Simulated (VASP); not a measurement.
The system is Al, a slab with vacuum.

```
Al
1.0
     2.83943    0.00000    0.00000
     0.00000    4.01556    0.00000
     0.00000    0.00000   24.93799
Al
8
Direct
  0.50000 0.50000 0.30075
  0.00000 0.00000 0.35768
  0.50000 0.50000 0.41461
  0.00000 0.00000 0.47154
  0.50000 0.50000 0.52846
  0.00000 0.00000 0.58539
  0.50000 0.50000 0.64232
  0.00000 0.00000 0.69925
```

Base run:

```yaml
Program: VASP 6.6.1
Functional: PBEsol
Potentials_or_basis: VASP PAW PBE potentials, release 64 (Al)
Cutoff: 520 eV
k_mesh: 12 × 9 × 1
Occupations: gaussian, width 0.1 eV
Spin: no spin polarisation
```

Its results: band gap on the k mesh zero (band 12 reaches 2.53 eV, above the bottom of band 13 at 0.24 eV); largest force 0.254 eV/Å.

Q: The run is repeated on the same cell with these changes: k mesh from 12 × 9 × 1 to 1 × 9 × 1. What comes out?

A: Band gap on the k mesh 0.46 eV, indirect (least direct gap 0.81 eV); largest force 2.073 eV/Å.

Caveats: some runs use coarse meshes; the PAW data sets were made with another functional, which shifts forces and pressure a little.

A k mesh can miss the band edges.
